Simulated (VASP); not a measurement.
Write the native input for VASP 6.6.1 that does the following.

| Item | Value |
| --- | --- |
| Task | single point |
| Functional | LDA |
| Potentials or basis | VASP PAW LDA potentials, release 64 (Ba_sv, O) |
| Cutoff | 600 eV |
| k mesh | 6 × 6 × 6 |
| Occupations | gaussian, width 0.01 eV |
| Spin | no spin polarisation |
| Dipole correction | no |
| Further INCAR settings | ALGO = Normal; EDIFF = 1e-06; NBANDS = 15 |

The structure of BaO lies in POSCAR:

```
BaO
1.0
    0.0000000000      2.8039352617      2.8039352617
    2.8039352617      0.0000000000      2.8039352617
    2.8039352617      2.8039352617      0.0000000000
Ba O
1 1
Direct
    0.0000000000      0.0000000000      0.0000000000
    0.5000000000      0.5000000000      0.5000000000
```

The input as run:

INCAR

```
ALGO = Normal
EDIFF = 1E-6
ENCUT = 600
GGA = CA
GGA_COMPAT = F
ISIF = 2
ISMEAR = 0
LASPH = T
LCHARG = T
LELF = T
LREAL = F
LVHAR = T
LWAVE = F
NBANDS = 15
NELM = 120
PREC = Accurate
SIGMA = 0.01
```

KPOINTS

```
k-points
0
Gamma
  6 6 6
```

Potentials or basis: VASP PAW LDA potentials, release 64 (Ba_sv, O).

Run with:

```console
$ cat potpaw_LDA.64/Ba_sv/POTCAR potpaw_LDA.64/O/POTCAR > POTCAR
$ mpirun -np 1 vasp_std > vasp.out
```

It gave:

```json
{
 "Pressure": "-5.1 GPa",
 "Band gap on the k mesh": "1.95 eV, direct"
}
```

Caveat: spin-orbit coupling is left out, which moves the levels of the heavy elements.

It took 11 s on 1 thread of Intel(R) Xeon(R) 6975P-C (Granite Rapids), on a shared host, peak memory 0.15 GiB.
